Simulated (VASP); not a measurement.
# InPd (P4mm) in VASP: a series of runs

The runs below take InPd through single point, with PBE.

Everything below comes from runs of VASP 6.6.1. Logs are shortened: lines on timing, memory, paths and dates and some standing lists are left out, and cuts for length are marked.

**1. The cell of the first run**

Symmetry: P4mm, No. 99, tetragonal system. The conventional cell has a = 3.272 Å, b = 3.272 Å, c = 3.272 Å, α = 90.00°, β = 90.00°, γ = 90.00°. Within 3.7 Å of In (site symmetry 4mm) lie 8 Pd at 2.78 to 2.88 Å and 6 In at 3.27 Å. Within 3.7 Å of Pd (site symmetry 4mm) lie 8 In at 2.78 to 2.88 Å and 6 Pd at 3.27 Å.

**2. Single point, PBE (all In atoms moved +0.087 Å, as atom 1 along Cartesian [1 0 0])**

The input, INCAR:

```
SYSTEM = InPd
  PREC = Accurate
  ENCUT = 520
  EDIFF = 1E-6
  ISMEAR = 0
  SIGMA = 0.15
  LREAL = .False.
  LASPH = .True.
  NELM = 80
  ALGO = Fast
  ISIF = 2
  LWAVE = .False.
  LCHARG = .False.
  GGA = PE
  NBANDS = 18
```

The input, KPOINTS:

```
Automatic mesh
0
Gamma
  14 14 14
  0 0 0
```

The input, POSCAR:

```
InPd
1.0
    3.2718847800      0.0000000000      0.0000000000
    0.0000000000      3.2718847800      0.0000000000
    0.0000000000      0.0000000000      3.2718847800
In Pd
1 1
Direct
    0.0267429955      0.0000000000      0.0000000000
    0.5000000000      0.5000000000      0.5000000000
```

Potentials or basis: VASP PAW PBE potentials, release 64 (In_d, Pd).

Launch:

```console
$ cat potpaw_PBE.64/In_d/POTCAR potpaw_PBE.64/Pd/POTCAR > POTCAR
$ mpirun -np 1 vasp_std > vasp.out
```

OUTCAR:

```text
SYSTEM = InPd
   PREC = Accurate
   ENCUT = 520
   EDIFF = 1E-6
   ISMEAR = 0
   LREAL = .False.
   LASPH = .True.
   NELM = 80
   ISIF = 2
   GGA = PE

 ion  position               nearest neighbor table
   1  0.027  0.000  0.000-   2 2.78   2 2.78   2 2.78   2 2.78   2 2.88   2 2.88   2 2.88   2 2.88

   2  0.500  0.500  0.500-   1 2.78   1 2.78   1 2.78   1 2.78   1 2.88   1 2.88   1 2.88   1 2.88

  LATTYP: Found a simple cubic cell.
 ALAT       =     3.2718847800

  Lattice vectors:

 A1 = (   3.2718847800,   0.0000000000,   0.0000000000)
 A2 = (   0.0000000000,   3.2718847800,   0.0000000000)
 A3 = (   0.0000000000,   0.0000000000,   3.2718847800)

Analysis of symmetry for initial positions (statically):
=====================================================================
 Subroutine PRICEL returns:
 Original cell was already a primitive cell.

 Routine SETGRP: Setting up the symmetry group for a
 simple cubic supercell.

 Subroutine GETGRP returns: Found  8 space group operations
 (whereof  8 operations were pure point group operations)
 out of a pool of 48 trial point group operations.

The static configuration has the point symmetry C_4v.

Analysis of symmetry for dynamics (positions and initial velocities):
=====================================================================
 Subroutine PRICEL returns:
 Original cell was already a primitive cell.

 Routine SETGRP: Setting up the symmetry group for a
 simple cubic supercell.

 Subroutine GETGRP returns: Found  8 space group operations
 (whereof  8 operations were pure point group operations)
 out of a pool of 48 trial point group operations.

The dynamic configuration has the point symmetry C_4v.

 Subroutine INISYM returns: Found  8 space group operations
 (whereof  8 operations are pure point group operations),
 and found     1 'primitive' translations

----------------------------------------------------------------------------------------

                                     Primitive cell

  volume of cell :      35.0263

  direct lattice vectors                    reciprocal lattice vectors
     3.271884780  0.000000000  0.000000000     0.305634234  0.000000000  0.000000000
     0.000000000  3.271884780  0.000000000     0.000000000  0.305634234  0.000000000
     0.000000000  0.000000000  3.271884780     0.000000000  0.000000000  0.305634234

  length of vectors
     3.271884780  3.271884780  3.271884780     0.305634234  0.305634234  0.305634234

  position of ions in fractional coordinates (direct lattice)
     0.026742996  0.000000000  0.000000000
     0.500000000  0.500000000  0.500000000

  ion indices of the primitive-cell ions
   primitive index   ion index
                 1           1
                 2           2

----------------------------------------------------------------------------------------

 KPOINTS: Automatic mesh

Automatic generation of k-mesh.
 Grid dimensions read from file:
 generate k-points for:   14   14   14

 Generating k-lattice:

  Cartesian coordinates                     Fractional coordinates (reciprocal lattice)
     0.021831017  0.000000000  0.000000000     0.071428571  0.000000000  0.000000000
     0.000000000  0.021831017  0.000000000     0.000000000  0.071428571  0.000000000
     0.000000000  0.000000000  0.021831017     0.000000000  0.000000000  0.071428571

  Length of vectors
     0.021831017  0.021831017  0.021831017

  Shift w.r.t. Gamma in fractional coordinates (k-lattice)
     0.000000000  0.000000000  0.000000000

 Subroutine IBZKPT returns following result:
 ===========================================

 Found    288 irreducible k-points:

 Following reciprocal coordinates:
            Coordinates               Weight
  0.000000  0.000000  0.000000      1.000000
  0.071429  0.000000  0.000000      2.000000
  0.000000  0.071429  0.000000      4.000000
  0.142857  0.000000  0.000000      2.000000
  0.000000  0.142857  0.000000      4.000000
  0.214286  0.000000  0.000000      2.000000
[... 16 lines left out ...]
  0.071429  0.000000  0.214286      8.000000
  0.285714  0.071429  0.000000      8.000000
 [... further k-points ...]
   k-points           NKPTS =    288   k-points in BZ     NKDIM =    288   number of bands    NBANDS=     18
   number of dos      NEDOS =    301   number of ions     NIONS =      2
   total plane-waves  NPLWV =  13824
   dimension x,y,z NGX =    24 NGY =   24 NGZ =   24
   dimension x,y,z NGXF=    48 NGYF=   48 NGZF=   48
   ions per type =               1   1
   NGX,Y,Z   is equivalent  to a cutoff of  12.19, 12.19, 12.19 a.u.
   NGXF,Y,Z  is equivalent  to a cutoff of  24.39, 24.39, 24.39 a.u.
 SYSTEM =  InPd
   PREC   = accura    normal or accurate (medium, high low for compatibility)
   ISTART =      0    job   : 0-new  1-cont  2-samecut
   ICHARG =      2    charge: 1-file 2-atom 10-const
   ISPIN  =      1    spin polarized calculation?
   LNONCOLLINEAR =      F non collinear calculations
   LSORBIT =      F    spin-orbit coupling
   LASPH  =      T    aspherical Exc in radial PAW
   ENCUT  =  520.0 eV  38.22 Ry    6.18 a.u.   6.08  6.08  6.08*2*pi/ulx,y,z
   NELM   =     80;   NELMIN=  2; NELMDL= -5     # of ELM steps
   EDIFF  = 0.1E-05   stopping-criterion for ELM
   LREAL  =      F    real-space projection
   EDIFFG = 0.1E-04   stopping-criterion for IOM
   NSW    =      0    number of steps for IOM
   IBRION =     -1    ionic relax: 0-MD 1-quasi-New 2-CG
   NFREE  =      0    steps in history (QN), initial steepest desc. (CG)
   ISIF   =      2    stress and relaxation
   ISYM   =      2    0-nonsym 1-usesym 2-fastsym
   POTIM  = 0.5000    time-step for ionic-motion
   TEBEG  =    0.0;   TEEND  =   0.0 temperature during run
   PSTRESS=    0.0 pullay stress
   NELECT =      23.0000    total number of electrons
   NUPDOWN=      -1.0000    fix difference up-down
   EMIN   =  10.00;   EMAX   =-10.00  energy-range for DOS
   EFERMI =   0.00;   METHOD = LEGACY
   ISMEAR =     0;   SIGMA  =   0.15  broadening in eV -4-tet -1-fermi 0-gaus
   EFERMI_NEDOS =   21; number of points for ismear=-14 and -15
   IALGO  =     68    algorithm
   IMIX   =      4    mixing-type and parameters
     AMIX     =   0.40;   BMIX     =  1.00
     AMIX_MAG =   1.60;   BMIX_MAG =  1.00
  volume/ion in A,a.u.               =      17.51       118.18
  Fermi-wavevector in a.u.,A,eV,Ry     =   1.422938  2.688964 27.548447  2.024754
  Thomas-Fermi vector in A             =   2.543589
   LORBIT       =      0    0 simple, 1 ext, 2 COOP (PROOUT), +10 PAW based schemes
   GGA     = PE    functional components
   LHFCALC =     F    Hartree Fock is set to
   AEXX    =    0.0000 exact exchange contribution
   IVDW    =     0    specifies the selected vdW correction
   LEPSILON=     F    determine dielectric tensor
   LRPA    =     F    only Hartree local field effects (RPA)
 non-spin polarized calculation
 RMM-DIIS sequential band-by-band and
 Gauss-broadening in eV      SIGMA  =   0.15
  energy-cutoff  :      520.00
  volume of cell :       35.03
 maximum number of plane-waves:       968
   NGX = 13   NGY = 13   NGZ = 13

 number of electron      22.9999999 magnetization

 Free energy of the ion-electron system (eV)
  ---------------------------------------------------
  ext. energy  EPLUGINS =         0.00000000
  ---------------------------------------------------
  free energy    TOTEN  =        -8.72261769 eV

  energy without entropy =       -8.71466218  energy(sigma->0) =       -8.71863994

 E-fermi :  10.5496     XC(G=0): -12.2294

 val. band max:       10.5299432757   @ k =   0.3571   0.2143   0.1429
 cond. band min:      10.5508674942   @ k =   0.0714   0.0000   0.2857
 fundamental gap:      0.0209242185
 Fermi energy:        10.5495991123

 k-point     1 :       0.0000    0.0000    0.0000
  band No.  band energies     occupation
      1      -4.4733      2.00000
      2      -4.4730      2.00000
      3      -4.0661      2.00000
      4      -4.0643      2.00000
      5      -4.0643      2.00000
      6       0.4306      2.00000
[... 10 lines left out ...]
     17      21.0717      0.00000
     18      26.5274      0.00000

 k-point     2 :       0.0714    0.0000    0.0000
  band No.  band energies     occupation
      1      -4.4704      2.00000
      2      -4.4555      2.00000
      3      -4.0696      2.00000
      4      -4.0696      2.00000
      5      -4.0645      2.00000
      6       0.5116      2.00000
[... 10 lines left out ...]
     17      21.4876      0.00000
     18      26.5032      0.00000

 k-point     3 :       0.0000    0.0714    0.0000
  band No.  band energies     occupation
      1      -4.4702      2.00000
      2      -4.4557      2.00000
      3      -4.0714      2.00000
      4      -4.0697      2.00000
      5      -4.0628      2.00000
      6       0.5117      2.00000
[... 10 lines left out ...]
     17      21.5251      0.00000
     18      26.3987      0.00000

 k-point     4 :       0.1429    0.0000    0.0000
  band No.  band energies     occupation
      1      -4.4624      2.00000
      2      -4.4069      2.00000
      3      -4.0845      2.00000
      4      -4.0845      2.00000
      5      -4.0601      2.00000
      6       0.7541      2.00000
[... 375 lines left out ...]
      4      -4.1068      2.00000
      5      -4.0583      2.00000
      6       1.2351      2.00000
[... 10 lines left out ...]
     17      24.4851      0.00000
     18      25.0979      0.00000

 k-point    23 :       0.0714    0.0000    0.2143
  band No.  band energies     occupation
      1      -4.4386      2.00000
      2      -4.3289      2.00000
      3      -4.1149      2.00000
      4      -4.1081      2.00000
      5      -4.0583      2.00000
      6       1.2350      2.00000
[... 10 lines left out ...]
     17      24.5019      0.00000
     18      25.1172      0.00000

 k-point    24 :       0.2857    0.0714    0.0000
  band No.  band energies     occupation
      1      -4.4259      2.00000
      2      -4.2518      2.00000
      3      -4.1400      2.00000
      4      -4.1306      2.00000
      5      -4.0534      2.00000
      6       1.7870      2.00000
[... 10 lines left out ...]
     17      23.4020      0.00000
     18      24.9189      0.00000

 [... further k-points ...]

------------------------ aborting loop because EDIFF is reached ----------------------------------------

  FORCE on cell =-STRESS in cart. coord.  units (eV):
  Direction    XX          YY          ZZ          XY          YZ          ZX
  --------------------------------------------------------------------------------------
  -------------------------------------------------------------------------------------
  Total        0.8549214      0.9273440      0.9273440      0.0000000      0.0000000      0.0000000
  in kB       39.1059430     42.4187087     42.4187087      0.0000000      0.0000000      0.0000000
  external PRESSURE =      41.3144534 kB  Pullay stress =       0.0000000 kB

 VOLUME and BASIS-vectors are now :
 -----------------------------------------------------------------------------
  energy-cutoff  :      520.00
  volume of cell :       35.03
      direct lattice vectors                 reciprocal lattice vectors
     3.271884780  0.000000000  0.000000000     0.305634234  0.000000000  0.000000000
     0.000000000  3.271884780  0.000000000     0.000000000  0.305634234  0.000000000
     0.000000000  0.000000000  3.271884780     0.000000000  0.000000000  0.305634234

 POSITION                                       TOTAL-FORCE (eV/Angst)
 -----------------------------------------------------------------------------------
      0.08750      0.00000      0.00000        -0.371173     -0.000000      0.000000
      1.63594      1.63594      1.63594         0.371173      0.000000     -0.000000
 -----------------------------------------------------------------------------------
    total drift:                                0.001394      0.000000      0.000004

  FREE ENERGIE OF THE ION-ELECTRON SYSTEM (eV)
  ---------------------------------------------------
  free  energy   TOTEN  =        -8.7226176928 eV

  energy  without entropy=       -8.7146621795  energy(sigma->0) =       -8.71863994
```

Run time: 2.4 min. Hardware: 1 thread of Intel Xeon 8259CL, shared host; peak memory 0.29 GiB.

Results:

| Quantity | Value |
| --- | --- |
| Free energy | -8.7226 eV |
| Pressure | 4.1 GPa |
| Largest force | 0.371 eV/Å |
| Band gap on the k mesh | zero (an odd number of electrons rules out a gap without spin polarisation) |

Forces in eV/Å, atoms in the order of the input:
```
In  -0.371  0.000  0.000
Pd   0.371  0.000  0.000
```

Levels at points of the mesh, in eV from the Fermi level:
```csv
k point,band 9,band 10,band 11,band 12,band 13,band 14,band 15,band 16
"(0.00, 0.00, 0.00)",-2.34,-2.34,-2.34,4.17,4.17,4.21,9.36,10.49
"(0.50, 0.00, 0.00)",-3.32,-3.32,-2.41,-1.17,9.45,9.45,9.83,10.72
"(0.00, 0.50, 0.00)",-3.32,-3.31,-2.41,-1.18,9.22,9.51,10.01,10.55
"(0.50, 0.50, 0.00)",-2.74,-2.38,-2.35,-1.76,1.39,2.41,9.44,11.28
"(0.00, 0.50, 0.50)",-2.79,-2.34,-2.34,-1.77,1.39,2.42,9.46,11.31
"(0.50, 0.50, 0.50)",-1.73,-1.72,-0.12,3.62,3.62,3.74,4.34,4.46
```

Caveat: the cell differs from its parent crystal (all In atoms moved +0.087 Å, as atom 1 along Cartesian [1 0 0]); the cell stands under pressure; spin-orbit coupling is left out, which moves the levels of the heavy elements.

**3. Single point, PBE (all In atoms moved +0.062 Å, as atom 1 along Cartesian [1 0 0])**

The input, INCAR:

```
ALGO = Fast
EDIFF = 1E-6
ENCUT = 520
GGA = PE
ISIF = 2
ISMEAR = 0
LASPH = T
LCHARG = F
LREAL = F
LWAVE = F
NBANDS = 18
NELM = 80
PREC = Accurate
SIGMA = 0.15
```

The input, KPOINTS:

```
k-points
0
Gamma
  14 14 14
```

Changes to POSCAR since step 2:

```diff
@@ -8,3 +8,3 @@
 Direct
-    0.0267429955      0.0000000000      0.0000000000
+    0.0191021397      0.0000000000      0.0000000000
     0.5000000000      0.5000000000      0.5000000000
```

Potentials or basis: VASP PAW PBE potentials, release 64 (In_d, Pd).

Launch:

```console
$ cat potpaw_PBE.64/In_d/POTCAR potpaw_PBE.64/Pd/POTCAR > POTCAR
$ mpirun -np 1 vasp_std > vasp.out
```

It took 2.1 min on 1 thread of Intel Xeon 8259CL, shared host; peak memory 0.29 GiB.

Results (log left out):

```yaml
Free_energy: -8.7305 eV
Pressure: 3.9 GPa
Largest_force: 0.265 eV/Å
Band_gap_on_the_k_mesh: zero (an odd number of electrons rules out a gap without spin polarisation)
```

Forces on the atoms (eV/Å):
```
In  -0.265  0.000  0.000
Pd   0.265  0.000  0.000
```

Stress tensor (GPa, compression positive):
```
3.81 0.00 0.00
0.00 3.98 0.00
0.00 0.00 3.98
```

Levels at points of the mesh, in eV from the Fermi level:
| k point | band 8 | band 9 | band 10 | band 11 | band 12 | band 13 | band 14 | band 15 | band 16 | band 17 |
| --- | --- | --- | --- | --- | --- | --- | --- | --- | --- | --- |
| (0.00, 0.00, 0.00) | -3.88 | -2.34 | -2.34 | -2.34 | 4.17 | 4.17 | 4.19 | 9.37 | 10.51 | 10.52 |
| (0.50, 0.00, 0.00) | -3.86 | -3.32 | -3.32 | -2.41 | -1.17 | 9.48 | 9.48 | 9.83 | 10.70 | 10.70 |
| (0.00, 0.50, 0.00) | -3.86 | -3.32 | -3.31 | -2.41 | -1.18 | 9.33 | 9.51 | 9.95 | 10.61 | 10.67 |
| (0.50, 0.50, 0.00) | -2.75 | -2.74 | -2.38 | -2.36 | -1.76 | 1.39 | 2.41 | 9.43 | 11.28 | 11.28 |
| (0.00, 0.50, 0.50) | -2.77 | -2.77 | -2.36 | -2.36 | -1.76 | 1.40 | 2.42 | 9.44 | 11.29 | 11.29 |
| (0.50, 0.50, 0.50) | -4.92 | -1.72 | -1.72 | -0.13 | 3.67 | 3.67 | 3.74 | 4.34 | 4.40 | 4.40 |

Caveat: the cell differs from its parent crystal (all In atoms moved +0.062 Å, as atom 1 along Cartesian [1 0 0]); the cell stands under pressure; spin-orbit coupling is left out, which moves the levels of the heavy elements.

**4. Single point, PBE (all In atoms moved +0.037 Å, as atom 1 along Cartesian [1 0 0])**

The input, INCAR:

```
ALGO     = Fast           # electronic algorithm
EDIFF    = 1E-6           # SCF threshold, eV
ENCUT    = 520            # plane-wave cutoff, eV
GGA      = PE             # functional
ISIF     = 2              # what is computed and relaxed
ISMEAR   = 0              # smearing method
LASPH    = T              # aspherical terms in the spheres
LCHARG   = F              # write CHGCAR
LREAL    = F              # projectors in reciprocal space
LWAVE    = F              # write WAVECAR
NBANDS   = 18             # bands
NELM     = 60             # most SCF steps
PREC     = Accurate       # precision mode
SIGMA    = 0.15           # smearing width, eV
```

KPOINTS is that of step 3.

Changes to POSCAR since step 3:

```diff
@@ -8,3 +8,3 @@
 Direct
-    0.0191021397      0.0000000000      0.0000000000
+    0.0114612838      0.0000000000      0.0000000000
     0.5000000000      0.5000000000      0.5000000000
```

Launch:

```console
$ cat potpaw_PBE.64/In_d/POTCAR potpaw_PBE.64/Pd/POTCAR > POTCAR
$ mpirun -np 1 vasp_std > vasp.out
```

Run time: 2.2 min. Hardware: 1 thread of Intel Xeon 8259CL, shared host; peak memory 0.29 GiB.

It converged, with:

```
Free energy            : -8.7358 eV
Pressure               : 3.8 GPa
Largest force          : 0.159 eV/Å
Band gap on the k mesh : zero (an odd number of electrons rules out a gap without spin polarisation)
```

Forces in eV/Å, atoms in the order of the input:
```
In  -0.159  0.000  0.000
Pd   0.159  0.000  0.000
```

Levels at points of the mesh, in eV from the Fermi level:
```csv
k point,band 9,band 10,band 11,band 12,band 13,band 14,band 15,band 16
"(0.00, 0.00, 0.00)",-2.33,-2.33,-2.33,4.17,4.17,4.17,9.37,10.52
"(0.50, 0.00, 0.00)",-3.32,-3.32,-2.41,-1.17,9.49,9.49,9.83,10.68
"(0.00, 0.50, 0.00)",-3.32,-3.31,-2.41,-1.18,9.43,9.50,9.89,10.64
"(0.50, 0.50, 0.00)",-2.74,-2.38,-2.37,-1.76,1.40,2.42,9.42,11.28
"(0.00, 0.50, 0.50)",-2.75,-2.37,-2.37,-1.76,1.40,2.42,9.43,11.28
"(0.50, 0.50, 0.50)",-1.72,-1.72,-0.13,3.71,3.71,3.74,4.34,4.36
```

Caveat: the cell differs from its parent crystal (all In atoms moved +0.037 Å, as atom 1 along Cartesian [1 0 0]); the cell stands under pressure; spin-orbit coupling is left out, which moves the levels of the heavy elements.

**5. The runs side by side**

| cell | gap on the mesh (eV) | pressure (GPa) | largest force (eV/Å) |
| --- | --- | --- | --- |
| as given, atomic positions A | none | 4.1 | 0.37 |
| as given, atomic positions B | none | 3.9 | 0.27 |
| as given, atomic positions C | none | 3.8 | 0.16 |

Alike in all rows: task single point; level PBE; potentials or basis VASP PAW PBE potentials, release 64 (In_d, Pd); no spin polarisation; k mesh 14 × 14 × 14; cutoff (eV) 520; smearing gaussian 0.15 eV.

Caveats: the cell stands under pressure; spin-orbit coupling is left out, which moves the levels of the heavy elements.

Absolute energies hang on the potentials; compare differences alone.
